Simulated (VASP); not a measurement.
Wanted: the native input for a VASP 6.6.1 run.

- Task: single point
- Functional: r2SCAN
- Potentials or basis: VASP PAW PBE potentials, release 64 (Ag, Br)
- Cutoff: 520 eV
- k mesh: 10 × 10 × 10
- Occupations: fermi-dirac, width 0.1 eV
- Spin: no spin polarisation
- Dipole correction: no
- Further INCAR settings: ALGO = Normal; EDIFF = 1e-07; NBANDS = 20

AgBr2:

```
Ag Br
1.0
     3.97393    0.00000    0.00000
    -1.98697    3.44153    0.00000
     0.00000   -2.29435    6.32923
Ag Br
1 2
Cartesian
  0.0000 0.0000 0.0000
  0.0000 0.0000 4.7469
  1.9870 1.1472 1.5823
```

The input as run:

POSCAR

```
AgBr2
1.0
    3.9739350000      0.0000000000      0.0000000000
   -1.9869670000      3.4415290000      0.0000000000
    0.0000000000     -2.2943490000      6.3292310000
Ag Br
1 2
Direct
    0.0000000000      0.0000000000      0.0000000000
    0.2500000000      0.5000000000      0.7500000000
    0.7500000000      0.5000000000      0.2500000000
```

INCAR.step1

```
SYSTEM = AgBr2
  ALGO = Normal
  EDIFF = 1E-4
  ENCUT = 520
  GGA = PE
  ISMEAR = -1
  LASPH = .True.
  LCHARG = .False.
  LREAL = .False.
  LWAVE = .True.
  NBANDS = 20
  NELM = 100
  PREC = Accurate
  SIGMA = 0.1
```

INCAR.step2

```
SYSTEM = AgBr2
  ALGO = Normal
  EDIFF = 1E-7
  ENCUT = 520
  ISIF = 2
  ISMEAR = -1
  ISTART = 1
  LASPH = .True.
  LCHARG = .True.
  LELF = .True.
  LMIXTAU = .True.
  LREAL = .False.
  LVHAR = .True.
  LWAVE = .False.
  METAGGA = R2SCAN
  NBANDS = 20
  NELM = 100
  PREC = Accurate
  SIGMA = 0.1
```

KPOINTS

```
k-points
0
Gamma
  10 10 10
  0 0 0
```

Potentials or basis: VASP PAW PBE potentials, release 64 (Ag, Br).

Command:

```sh
$ cat potpaw_PBE.64/Ag/POTCAR potpaw_PBE.64/Br/POTCAR > POTCAR
$ cp INCAR.step1 INCAR
$ mpirun -np 1 vasp_std > vasp.out
$ cp INCAR.step2 INCAR
$ mpirun -np 1 vasp_std > vasp.out
```

It gave:

```
Pressure               : -1.6 GPa
Largest force          : 0.187 eV/Å
Band gap on the k mesh : zero (an odd number of electrons rules out a gap without spin polarisation)
```

Caveat: the PAW data sets were made with another functional, which shifts forces and pressure a little; an odd number of electrons without spin polarisation forces a metal; a magnetic or distorted state may lie lower.

Run time: 5.9 min on 1 thread of Intel(R) Xeon(R) 6975P-C (Granite Rapids) (shared host), peak memory 0.34 GiB.
